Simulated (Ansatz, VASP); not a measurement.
# One calculation of PtF2, two programs

```
CELL_PARAMETERS angstrom
2.95724 -3.43226 0.00000
2.95724 3.43226 0.00000
0.00000 0.00000 3.11201
ATOMIC_POSITIONS crystal
Pt 0.50000 0.50000 0.50000
F 0.71785 0.71785 0.00000
F 0.28215 0.28215 0.00000
```

Alike in both runs: functional PBE; k mesh 6 × 6 × 10; occupations gaussian, width 0.02 eV; no spin polarisation.

Ansatz relaxed the structure, and its values are those at the end. VASP's run is a single point on that final structure, the one shown.

|  | VASP | Ansatz |
| --- | --- | --- |
| version | VASP 6.6.1 | Ansatz 0.2.0 |
| potentials or method | VASP PAW PBE potentials, release 64 (Pt_sv_GW, F), cutoff 600 eV | scalar-relativistic, plane waves, PAW |
| valence electrons in the cell | 32 | 32 |

Ansatz gave:

```
gap on the k mesh at the Fermi level (eV) : 1.27
least direct gap on the mesh (eV)         : 1.39
pressure (GPa)                            : 0.0
rms of the force components (eV/Å)        : 0.000
```

Question: What did VASP give for the same quantities?

Answer: gap on the k mesh at the Fermi level (eV): 1.24; least direct gap on the mesh (eV): 1.36; pressure (GPa): -0.1; rms of the force components (eV/Å): 0.030.

Neither program's run includes spin-orbit coupling.
